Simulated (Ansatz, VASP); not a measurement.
**MgF2 in VASP and in Ansatz**

```xyz
6
Lattice="4.6219 0.0000 0.0000 0.0000 4.5819 0.0000 0.0000 0.0000 3.0461" Properties=species:S:1:pos:R:3 pbc="T T T"
Mg    2.3109    2.2909    1.5231
Mg    0.0000    0.0000    0.0000
F     3.7181    0.9102    1.5231
F     0.9038    3.6716    1.5231
F     1.4072    1.3807    0.0000
F     3.2147    3.2012    0.0000
```

Change from the starting cell: uniaxial_y strain -0.9%.

Alike in both runs: task single point; functional PBE; k mesh 6 × 6 × 8; occupations fermi-dirac, width 0.02 eV; no spin polarisation.

|  | VASP | Ansatz |
| --- | --- | --- |
| version | VASP 6.6.1 | Ansatz 0.2.0 |
| potentials or method | VASP PAW PBE potentials, release 64 (Mg, F) | plane waves, PAW |
| plane-wave cutoff (eV) | 600 | 420 |
| valence electrons in the cell | 32 | 48 |

```csv
,VASP,Ansatz,Ansatz less VASP
gap on the k mesh at the Fermi level (eV),7.18,7.21,+0.038
pressure (GPa),4.8,5.9,+1.08
"traceless stress, the component that is largest in VASP (GPa)",0.20,0.16,-0.040
rms of the force components (eV/Å),0.012,0.013,+0.0008
```

Atom by atom the forces differ by 0.001 eV/Å (rms over components). VASP's potentials hold 32 valence electrons a cell and Ansatz's 48, so a difference there can come from the potentials and not from the codes.
